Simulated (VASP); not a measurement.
Input of a VASP 6.6.1 run:

The input POSCAR:

```
ZnS
1.0
    3.8067217473      0.0000000000      0.0000000000
   -1.9033608736      3.2967177383      0.0000000000
    0.0000000000      0.0000000000     12.4914703042
Zn S
4 4
Direct
    0.3113586170      0.6505800579      0.0026940355
    0.3553080496      0.6827532755      0.5026940355
    0.6666666667      0.3333333333      0.2526940355
    0.6666666667      0.3333333333      0.7526940355
    0.3324026898      0.6659853883      0.1898059645
    0.3342639768      0.6673479450      0.6898059645
    0.6864058027      0.3477833838      0.4398059645
    0.6469275307      0.3188832829      0.9398059645
```

INCAR.step1

```
SYSTEM = ZnS
PREC = Accurate ; ENCUT = 520
ISMEAR = 0 ; SIGMA = 0.05
LREAL = .FALSE. ; LASPH = .TRUE.
NELM = 100 ; NBANDS = 46
GGA = PE ; ALGO = Normal
EDIFF = 1E-4 ; LWAVE = .TRUE.
LCHARG = .FALSE.
```

The input INCAR.step2:

```
SYSTEM = ZnS
PREC = Accurate ; ENCUT = 520
EDIFF = 1E-6 ; ISMEAR = 0
SIGMA = 0.05 ; LREAL = .FALSE.
LASPH = .TRUE. ; NELM = 100
ALGO = Normal ; ISIF = 2
LWAVE = .FALSE. ; LCHARG = .FALSE.
METAGGA = R2SCAN ; LMIXTAU = .TRUE.
NBANDS = 46 ; ISTART = 1
```

The input KPOINTS:

```
Automatic mesh
0
G
  6 6 2
  0 0 0
```

Potentials or basis: VASP PAW PBE potentials, release 64 (Zn, S).

The run is started by

```sh
$ cat potpaw_PBE.64/Zn/POTCAR potpaw_PBE.64/S/POTCAR > POTCAR
$ cp INCAR.step1 INCAR
$ mpirun -np 1 vasp_std > vasp.out
$ cp INCAR.step2 INCAR
$ mpirun -np 1 vasp_std > vasp.out
```

(1) Predict the pressure.

(2) What does it give for the largest force?

(3) What does it give for the band gap on the k mesh?

Answers

(1) 0.0 GPa.

(2) 0.068 eV/Å.

(3) 2.78 eV.

Caveat: the cell differs from its parent crystal (atoms displaced along a vibrational mode); the PAW data sets were made with another functional, which shifts forces and pressure a little.
